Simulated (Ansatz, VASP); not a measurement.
W2C3 in VASP and in Ansatz

```
W C
1.0
     2.95576    0.00000    0.00000
    -1.47788    2.55976    0.00000
     0.00000    0.00000   12.82857
W C
4 6
Direct
  0.66667 0.33333 0.63825
  0.66667 0.33333 0.86175
  0.33333 0.66667 0.36175
  0.33333 0.66667 0.13825
  0.66667 0.33333 0.46183
  0.33333 0.66667 0.53817
  0.33333 0.66667 0.75000
  0.33333 0.66667 0.96183
  0.66667 0.33333 0.03817
  0.66667 0.33333 0.25000
```

Alike in both runs: functional PBE; k mesh 12 × 12 × 4; occupations gaussian, width 0.1 eV; no spin polarisation.

Ansatz relaxed the structure, and its values are those at the end. VASP's run is a single point on that final structure, the one shown.

```csv
,VASP,Ansatz
version,VASP 6.6.1,Ansatz 0.2.0
potentials or method,"VASP PAW PBE potentials, release 64 (W_sv, C), cutoff 520 eV","scalar-relativistic, plane waves, PAW"
valence electrons in the cell,80,80
```

|  | VASP | Ansatz | Ansatz less VASP |
| --- | --- | --- | --- |
| gap on the k mesh at the Fermi level (eV) | none | none | - |
| pressure (GPa) | 1.0 | 0.0 | -1.05 |
| rms of the force components (eV/Å) | 0.011 | 0.001 | -0.0101 |

A gap of «none» marks a metal or a gap that the smearing closes.

Spin-orbit coupling is off throughout.
